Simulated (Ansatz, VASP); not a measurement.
Two plane-wave programs on HgSe

```
Hg Se
1.0
     4.42666    0.00000    0.00000
     0.00000    6.26024    0.00000
     0.00000    0.00000   23.85332
Hg Se
5 5
Direct
  0.50000 0.50000 0.31442
  0.00000 0.00000 0.40721
  0.50000 0.50000 0.50000
  0.00000 0.00000 0.59279
  0.50000 0.50000 0.68558
  0.00000 0.25000 0.31442
  0.50000 0.75000 0.40721
  0.00000 0.25000 0.50000
  0.50000 0.75000 0.59279
  0.00000 0.25000 0.68558
```

Alike in both runs: task single point; functional PBE; k mesh 8 × 6 × 1; occupations gaussian, width 0.1 eV; no spin polarisation.

|  | VASP | Ansatz |
| --- | --- | --- |
| version | VASP 6.6.1 | Ansatz 0.2.0 |
| potentials or method | VASP PAW PBE potentials, release 64 (Hg, Se), cutoff 400 eV | scalar-relativistic, plane waves, PAW |
| valence electrons in the cell | 90 | 180 |

Ansatz gave:

```
gap on the k mesh at the Fermi level (eV) : 0.17
least direct gap on the mesh (eV)         : 0.17
rms of the force components (eV/Å)        : 0.373
```

**Question.** Which values does VASP return?

**Answer.** gap on the k mesh at the Fermi level (eV): 0.17; least direct gap on the mesh (eV): 0.17; rms of the force components (eV/Å): 0.372.

VASP's potentials hold 90 valence electrons a cell and Ansatz's 180, so a difference there can come from the potentials and not from the codes. Ansatz's warnings: xc potential rough in thin density.

Spin-orbit coupling is off throughout.
